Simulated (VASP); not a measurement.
**Pd: relaxation of cell and atoms with PBE**

Pd:

```xyz
1
Lattice="-1.5690 1.5690 1.5690 1.5690 -1.5690 1.5690 1.5690 1.5690 -1.5690" Properties=species:S:1:pos:R:3 pbc="T T T"
Pd    0.0000    0.0000    0.0000
```

This isn't the form of Pd at room conditions, which is fcc.

| Property | Result |
| --- | --- |
| Program | VASP 6.6.1 |
| Task | relaxation of cell and atoms |
| Functional | PBE |
| Potentials or basis | VASP PAW PBE potentials, release 64 (Pd) |
| Cutoff | 600 eV |
| k mesh | 18 × 18 × 18 |
| Occupations | fermi-dirac, width 0.05 eV |
| Spin | non-collinear spin, zero start, spin-orbit coupling |
| Starting moments | [[0.0, 0.0, 0.0]] μB |
| Dipole correction | no |
| Further INCAR settings | ALGO = Normal; EDIFF = 1e-07; IBRION = 2; EDIFFG = -0.005; NSW = 45; ISIF = 3 |

The relaxed volume is 15.42 Å³/atom. The relaxed cell is a = 2.716 Å, b = 2.716 Å, c = 2.716 Å, α = 109.47°, β = 109.47°, γ = 109.47° and the space group after relaxing (to 0.1 Å) is Im-3m (No. 229). The energy gained by relaxing is 0.0 meV/atom, the ionic steps are 3 and the pressure after relaxing is 0.0 GPa. The net moment is 0.00 μB per cell. The valence electrons inside the program's atomic spheres are Pd 9.36.

Final structure:
```xyz
1
Lattice="-1.5679 1.5679 1.5679 1.5679 -1.5679 1.5679 1.5679 1.5679 -1.5679" Properties=species:S:1:pos:R:3 pbc="T T T"
Pd    0.0000    0.0000    0.0000
```

Moments on the atoms (μB; x, y, z):
```
Pd  0.00 0.00 0.00
```

Wall time 2 min on 1 thread of Intel(R) Xeon(R) 6975P-C (Granite Rapids), on a shared host, peak memory 0.27 GiB.
